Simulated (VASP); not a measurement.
# BN (so) (P6_3mc) in VASP: single point with PBEsol

Aim: the single point of BN (so) with PBEsol.

Program: VASP 6.6.1. These are calculated values, not measurements. Logs are shortened: lines on timing, memory, paths and dates and some standing lists are left out, and cuts for length are marked.

### Step 1. The cell of the first run

Symmetry: P6_3mc, No. 186, hexagonal system. The conventional cell has a = 2.515 Å, b = 2.515 Å, c = 4.161 Å, α = 90.00°, β = 90.00°, γ = 120.00°. B (site symmetry 3m) has 4 N at 1.54 to 1.56 Å within 2.1 Å. N (site symmetry 3m) has 4 B at 1.54 to 1.56 Å within 2.1 Å.

### Step 2. Single point, PBEsol, non-collinear spin, zero start, spin-orbit coupling

Contents of INCAR:

```
  PREC = Accurate
  ENCUT = 520
  EDIFF = 1E-7
  ISMEAR = 0
  SIGMA = 0.01
  LREAL = F
  LASPH = T
  NELM = 150
  ALGO = Normal
  ISIF = 2
  LWAVE = F
  LCHARG = F
  MAGMOM = 0 0 0 0 0 0 0 0 0 0 0 0
  LORBIT = 11
  LSORBIT = T
  GGA_COMPAT = F
  LORBMOM = T
  GGA = PS
  NBANDS = 30
```

Contents of KPOINTS:

```
Automatic mesh
0
Gamma
  9 9 6
```

Contents of POSCAR:

```
BN
1.0
    2.5151549549      0.0000000000      0.0000000000
   -1.2575774774      2.1781880854      0.0000000000
    0.0000000000      0.0000000000      4.1606277791
B N
2 2
Direct
    0.3333333333      0.6666666667     -0.0001250336
    0.6666666667      0.3333333333      0.4998749664
    0.3333333333      0.6666666667      0.3741250336
    0.6666666667      0.3333333333      0.8741250336
```

Potentials or basis: VASP PAW PBE potentials, release 64 (B, N).

The run is started by

```sh
cat potpaw_PBE.64/B/POTCAR potpaw_PBE.64/N/POTCAR > POTCAR
mpirun -np 1 vasp_ncl > vasp.out
```

OUTCAR:

```text
PREC = Accurate
   ENCUT = 520
   EDIFF = 1E-7
   ISMEAR = 0
   LREAL = F
   LASPH = T
   NELM = 150
   ISIF = 2
   LORBIT = 11
   LSORBIT = T
   GGA = PS

 ion  position               nearest neighbor table
   1  0.333  0.667  1.000-   4 1.54   4 1.54   4 1.54   3 1.56
   2  0.667  0.333  0.500-   3 1.54   3 1.54   3 1.54   4 1.56
   3  0.333  0.667  0.374-   2 1.54   2 1.54   2 1.54   1 1.56
   4  0.667  0.333  0.874-   1 1.54   1 1.54   1 1.54   2 1.56

  LATTYP: Found a hexagonal cell.
 ALAT       =     2.5151549549
 C/A-ratio  =     1.6542232402

  Lattice vectors:

 A1 = (   2.5151549549,   0.0000000000,   0.0000000000)
 A2 = (  -1.2575774774,   2.1781880854,   0.0000000000)
 A3 = (   0.0000000000,   0.0000000000,   4.1606277791)

Analysis of symmetry for initial positions (statically):
=====================================================================
 Subroutine PRICEL returns:
 Original cell was already a primitive cell.

 Routine SETGRP: Setting up the symmetry group for a
 hexagonal supercell.

 Subroutine GETGRP returns: Found 12 space group operations
 (whereof  6 operations were pure point group operations)
 out of a pool of 24 trial point group operations.

The static configuration has the point symmetry C_3v.
 The point group associated with its full space group is C_6v.

Analysis of symmetry for dynamics (positions and initial velocities):
=====================================================================
 Subroutine PRICEL returns:
 Original cell was already a primitive cell.

 Routine SETGRP: Setting up the symmetry group for a
 hexagonal supercell.

 Subroutine GETGRP returns: Found 12 space group operations
 (whereof  6 operations were pure point group operations)
 out of a pool of 24 trial point group operations.

The dynamic configuration has the point symmetry C_3v.
 The point group associated with its full space group is C_6v.

Analysis of structural, dynamic, and magnetic symmetry:
=====================================================================
 Subroutine PRICEL returns:
 Original cell was already a primitive cell.

 Routine SETGRP: Setting up the symmetry group for a
 hexagonal supercell.

 Subroutine GETGRP returns: Found 12 space group operations
 (whereof  6 operations were pure point group operations)
 out of a pool of 24 trial point group operations.

The overall configuration has the point symmetry C_3v.
 The point group associated with its full space group is C_6v.

 Subroutine INISYM returns: Found 12 space group operations
 (whereof  6 operations are pure point group operations),
 and found     1 'primitive' translations

----------------------------------------------------------------------------------------

                                     Primitive cell

  volume of cell :      22.7939

  direct lattice vectors                    reciprocal lattice vectors
     2.515154955  0.000000000  0.000000000     0.397589818  0.229548588  0.000000000
    -1.257577477  2.178188085  0.000000000     0.000000000  0.459097177  0.000000000
     0.000000000  0.000000000  4.160627779     0.000000000  0.000000000  0.240348345

  length of vectors
     2.515154955  2.515154955  4.160627779     0.459097177  0.459097177  0.240348345

  position of ions in fractional coordinates (direct lattice)
     0.333333333  0.666666667  0.999874966
     0.666666667  0.333333333  0.499874966
     0.333333333  0.666666667  0.374125034
     0.666666667  0.333333333  0.874125034

  ion indices of the primitive-cell ions
   primitive index   ion index
                 1           1
                 2           2
                 3           3
                 4           4

----------------------------------------------------------------------------------------

 KPOINTS: Automatic mesh

Automatic generation of k-mesh.
 Grid dimensions read from file:
 generate k-points for:    9    9    6

 Generating k-lattice:

[... 102 lines left out ...]
 number of electron      15.9999998 magnetization      -0.0000000      0.0000000     -0.0000000

 Free energy of the ion-electron system (eV)
  ---------------------------------------------------
  ext. energy  EPLUGINS =         0.00000000
  ---------------------------------------------------
  free energy    TOTEN  =       -36.59448451 eV

  energy without entropy =      -36.59448451  energy(sigma->0) =      -36.59448451

 E-fermi :   8.0375     XC(G=0): -13.1829

 val. band max:        7.9920651183   @ k =   0.0000   0.0000   0.0000
 cond. band min:      12.8632933498   @ k =   0.3333   0.3333   0.0000
 fundamental gap:      4.8712282316
 Fermi energy:         8.0375001726

 k-point     1 :       0.0000    0.0000    0.0000
  band No.  band energies     occupation
      1     -12.8762      1.00000
      2     -12.8762      1.00000
      3      -8.5021      1.00000
      4      -8.5021      1.00000
      5      -3.3855      1.00000
      6      -3.3855      1.00000
[... 733 lines left out ...]
     27      20.8835      0.00000
     28      20.8842      0.00000

 [... further k-points ...]

 [bands above 28 left out]

------------------------ aborting loop because EDIFF is reached ----------------------------------------

  FORCE on cell =-STRESS in cart. coord.  units (eV):
  Direction    XX          YY          ZZ          XY          YZ          ZX
  --------------------------------------------------------------------------------------
  -------------------------------------------------------------------------------------
  Total        1.8743534      1.8743534      1.8991904      0.0000000      0.0000000      0.0000000
  in kB      131.7477081    131.7477081    133.4934943      0.0000000      0.0000000      0.0000000
  external PRESSURE =     132.3296368 kB  Pullay stress =       0.0000000 kB

 VOLUME and BASIS-vectors are now :
 -----------------------------------------------------------------------------
  energy-cutoff  :      520.00
  volume of cell :       22.79
      direct lattice vectors                 reciprocal lattice vectors
     2.515154955  0.000000000  0.000000000     0.397589818  0.229548588  0.000000000
    -1.257577477  2.178188085  0.000000000     0.000000000  0.459097177  0.000000000
     0.000000000  0.000000000  4.160627779     0.000000000  0.000000000  0.240348345

 POSITION                                       TOTAL-FORCE (eV/Angst)
 -----------------------------------------------------------------------------------
     -0.00000      1.45213      4.16011        -0.000000     -0.000000      0.003899
      1.25758      0.72606      2.07979         0.000000     -0.000000      0.003899
     -0.00000      1.45213      1.55660        -0.000000      0.000000     -0.003899
      1.25758      0.72606      3.63691         0.000000     -0.000000     -0.003899
 -----------------------------------------------------------------------------------
    total drift:                               -0.000000      0.000000     -0.000280

  FREE ENERGIE OF THE ION-ELECTRON SYSTEM (eV)
  ---------------------------------------------------
  free  energy   TOTEN  =       -36.5944845084 eV

  energy  without entropy=      -36.5944845084  energy(sigma->0) =      -36.59448451

 orbital moment (x)

 # of ion     p       tot
 --------------------------------
  1         0.000   0.000
  2        -0.000  -0.000
  3         0.000   0.000
  4         0.000   0.000
 --------------------------------
            0.000   0.000

 orbital moment (y)

 # of ion     p       tot
 --------------------------------
  1         0.000   0.000
  2         0.000   0.000
  3        -0.000  -0.000
  4         0.000   0.000
 --------------------------------
            0.000   0.000

 orbital moment (z)

 # of ion     p       tot
 --------------------------------
  1        -0.000  -0.000
  2         0.000   0.000
  3         0.000   0.000
  4         0.000   0.000
 --------------------------------
           -0.000  -0.000

 Spin-Orbit-Coupling matrix elements

 Ion:    1  E_soc:     -0.0000029
 l=   1
     0.0000000    -0.0000005    -0.0000005
    -0.0000005     0.0000000    -0.0000005
    -0.0000005    -0.0000005     0.0000000
 l=   2
     0.0000000     0.0000000     0.0000000     0.0000000     0.0000000
     0.0000000     0.0000000     0.0000000     0.0000000     0.0000000
     0.0000000     0.0000000     0.0000000     0.0000000     0.0000000
     0.0000000     0.0000000     0.0000000     0.0000000     0.0000000
     0.0000000     0.0000000     0.0000000     0.0000000     0.0000000
 l=   3
     0.0000000     0.0000000     0.0000000     0.0000000     0.0000000     0.0000000     0.0000000
     0.0000000     0.0000000     0.0000000     0.0000000     0.0000000     0.0000000     0.0000000
     0.0000000     0.0000000     0.0000000     0.0000000     0.0000000     0.0000000     0.0000000
     0.0000000     0.0000000     0.0000000     0.0000000     0.0000000     0.0000000     0.0000000
[... 49 lines left out ...]
 l=   2
     0.0000000     0.0000000     0.0000000     0.0000000     0.0000000
     0.0000000     0.0000000     0.0000000     0.0000000     0.0000000
     0.0000000     0.0000000     0.0000000     0.0000000     0.0000000
     0.0000000     0.0000000     0.0000000     0.0000000     0.0000000
     0.0000000     0.0000000     0.0000000     0.0000000     0.0000000
 l=   3
     0.0000000     0.0000000     0.0000000     0.0000000     0.0000000     0.0000000     0.0000000
     0.0000000     0.0000000     0.0000000     0.0000000     0.0000000     0.0000000     0.0000000
     0.0000000     0.0000000     0.0000000     0.0000000     0.0000000     0.0000000     0.0000000
     0.0000000     0.0000000     0.0000000     0.0000000     0.0000000     0.0000000     0.0000000
     0.0000000     0.0000000     0.0000000     0.0000000     0.0000000     0.0000000     0.0000000
     0.0000000     0.0000000     0.0000000     0.0000000     0.0000000     0.0000000     0.0000000
     0.0000000     0.0000000     0.0000000     0.0000000     0.0000000     0.0000000     0.0000000

 total charge

# of ion       s       p       d       tot
------------------------------------------
    1        0.688   1.408   0.000   2.096
    2        0.688   1.408   0.000   2.096
    3        1.213   2.788   0.000   4.001
    4        1.213   2.788   0.000   4.001
--------------------------------------------------
tot          3.802   8.393   0.000  12.195

 magnetization (x)

# of ion       s       p       d       tot
------------------------------------------
    1        0.000   0.000   0.000   0.000
    2        0.000  -0.000   0.000   0.000
    3        0.000   0.000   0.000   0.000
    4       -0.000  -0.000   0.000  -0.000
--------------------------------------------------
tot          0.000  -0.000   0.000   0.000

 magnetization (y)

# of ion       s       p       d       tot
------------------------------------------
    1        0.000   0.000   0.000   0.000
    2       -0.000   0.000   0.000  -0.000
    3        0.000   0.000   0.000   0.000
    4        0.000   0.000   0.000   0.000
--------------------------------------------------
tot         -0.000   0.000   0.000  -0.000

 magnetization (z)

# of ion       s       p       d       tot
------------------------------------------
    1       -0.000   0.000   0.000  -0.000
    2        0.000  -0.000   0.000  -0.000
    3        0.000   0.000   0.000   0.000
    4        0.000   0.000   0.000   0.000
--------------------------------------------------
tot         -0.000   0.000   0.000  -0.000
```

It took 78 s on 1 thread of Intel Xeon Platinum 8259CL at 2.50GHz (Skylake/Cascade Lake), shared host; peak memory 0.22 GiB.

Results:

| Property | Result |
| --- | --- |
| Free energy | -36.5945 eV |
| Pressure | 13.2 GPa |
| Largest force | 0.004 eV/Å |
| Net moment | 0.00 μB per cell |
| Valence electrons inside the program's atomic spheres | B 2.10; N 4.00 |

Forces in eV/Å, atoms in the order of the input:
```
B    0.000  0.000  0.004
B    0.000  0.000  0.004
N    0.000  0.000 -0.004
N    0.000  0.000 -0.004
```

Moments on the atoms (μB; x, y, z):
```
B   0.00 0.00 0.00
B   0.00 0.00 0.00
N   0.00 0.00 0.00
N   0.00 0.00 0.00
```

Caveat: the PAW data sets were made with another functional, which shifts forces and pressure a little.
